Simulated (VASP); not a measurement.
A run of VASP 6.6.1 is set up as follows.

INCAR

```
SYSTEM = BiTe
ALGO = Normal
EDIFF = 1E-7
ENCUT = 520
GGA = PE
ISIF = 2
ISMEAR = -1
LASPH = .True.
LCHARG = .True.
LELF = .True.
LREAL = .False.
LVHAR = .True.
LWAVE = .False.
NBANDS = 18
NELM = 60
PREC = Accurate
SIGMA = 0.05
```

File KPOINTS:

```
k-points
0
Gamma
  13 13 13
  0 0 0
```

Contents of POSCAR:

```
BiTe
1.0
    0.0000000000      3.2350000000      3.2673500000
    3.2350000000      0.0000000000      3.2673500000
    3.2350000000      3.2350000000      0.0000000000
Bi Te
1 1
Direct
    0.0000000000      0.0000000000      0.0000000000
    0.5000000000      0.5000000000      0.5000000000
```

Potentials or basis: VASP PAW PBE potentials, release 64 (Bi_d, Te).

The run is started by

```sh
$ cat potpaw_PBE.64/Bi_d/POTCAR potpaw_PBE.64/Te/POTCAR > POTCAR
$ mpirun -np 1 vasp_std > vasp.out
```

Problem. What does it give for the band gap on the k mesh?

Solution. Zero (an odd number of electrons rules out a gap without spin polarisation).

Problem. What does it give for the pressure?

Solution. 0.2 GPa.

Stress tensor (GPa, compression positive):
```
 0.48  0.00  0.00
 0.00  0.48  0.00
 0.00  0.00 -0.23
```

Caveat: the cell differs from its parent crystal (z stretched by +1 %, then relaxed in part); spin-orbit coupling is left out, which moves the levels of the heavy elements.
